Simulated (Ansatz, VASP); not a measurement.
**Zr in VASP and in Ansatz**

File INCAR:

```
PREC = Accurate
ENCUT = 520
EDIFF = 1E-8
ISMEAR = 0
SIGMA = 0.1
LREAL = F
LASPH = T
NELM = 80
ALGO = Fast
ISIF = 2
LWAVE = F
LCHARG = F
GGA = PE
LEFG = T
NBANDS = 19
```

File KPOINTS:

```
Automatic mesh
0
Gamma
  15 15 10
```

The input POSCAR:

```
Zr
1.0
    3.2330000000      0.0000000000      0.0000000000
   -1.6165000000      2.7998601304      0.0000000000
    0.0000000000      0.0000000000      5.1490000000
Zr
2
Direct
    0.0000000000      0.0000000000      0.0000000000
    0.3333333333      0.6666666667      0.5000000000
```

Input for Ansatz:

```yaml
crystal:
  lattice:
    - [3.233, 0.0, 0.0]
    - [-1.6165, 2.7998601304, 0.0]
    - [0.0, 0.0, 5.149]
  atoms:
    - { symbol: Zr, position: [0.0, 0.0, 0.0] }
    - { symbol: Zr, position: [0.3333333333, 0.6666666667, 0.5] }
scf:
  occupations: { method: gaussian, width: 0.1 }
output:
  forces: true
  stress: true
  eigenvalues: true
  efg: {}
  bader: true
  write_density: true
  write_potential: true
  elf: true
  volumetric_format: npy
kpoints:
  mp_grid: { grid: [15, 15, 10] }
hamiltonian:
  xc: pbe
```

Alike in both runs: task electric field gradients; functional PBE; k mesh 15 × 15 × 10; occupations gaussian, width 0.1 eV; no spin polarisation.

|  | VASP | Ansatz |
| --- | --- | --- |
| version | VASP 6.6.1 | Ansatz 0.2.0 |
| potentials or method | VASP PAW PBE potentials, release 64 (Zr_sv) | scalar-relativistic, plane waves, PAW |
| plane-wave cutoff (eV) | 520 | 420 |
| valence electrons in the cell | 24 | 24 |

|  | VASP | Ansatz | Ansatz less VASP |
| --- | --- | --- | --- |
| gap on the k mesh at the Fermi level (eV) | none | none | - |
| pressure (GPa) | 0.6 | 0.4 | -0.22 |
| traceless stress, the component that is largest in VASP (GPa) | 0.50 | 0.38 | -0.116 |
| size of Vzz on the site where it differs most (V/Å²) | 41.2 | 42.4 | +1.26 |

A gap of «none» marks a metal or a gap that the smearing closes.
